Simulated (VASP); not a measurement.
Input of a VASP 6.6.1 run:

File INCAR:

```
SYSTEM = KBr
  PREC = Accurate
  ENCUT = 520
  EDIFF = 1E-7
  ISMEAR = -1
  SIGMA = 0.02
  LREAL = .FALSE.
  LASPH = .TRUE.
  NELM = 60
  ALGO = Normal
  ISIF = 2
  LWAVE = .FALSE.
  LCHARG = .FALSE.
  GGA = PE
  NBANDS = 15
```

The input KPOINTS:

```
regular mesh
0
G
  6 6 6
  0 0 0
```

File POSCAR:

```
KBr
1.0
    0.0000000000      3.4008513556      3.4008513556
    3.4008513556      0.0000000000      3.4008513556
    3.4008513556      3.4008513556      0.0000000000
K Br
1 1
Direct
    0.0000000000      0.0000000000      0.0000000000
    0.5000000000      0.5000000000      0.5000000000
```

Potentials or basis: VASP PAW PBE potentials, release 64 (K_sv, Br).

Command:

```bash
$ cat potpaw_PBE.64/K_sv/POTCAR potpaw_PBE.64/Br/POTCAR > POTCAR
$ mpirun -np 1 vasp_std > vasp.out
```

Question: What does it give for the band gap on the k mesh?

Answer: 4.20 eV.

Question: What does it give for the pressure?

Answer: -0.5 GPa.

Caveat: the cell differs from its parent crystal (strain +3.0%).
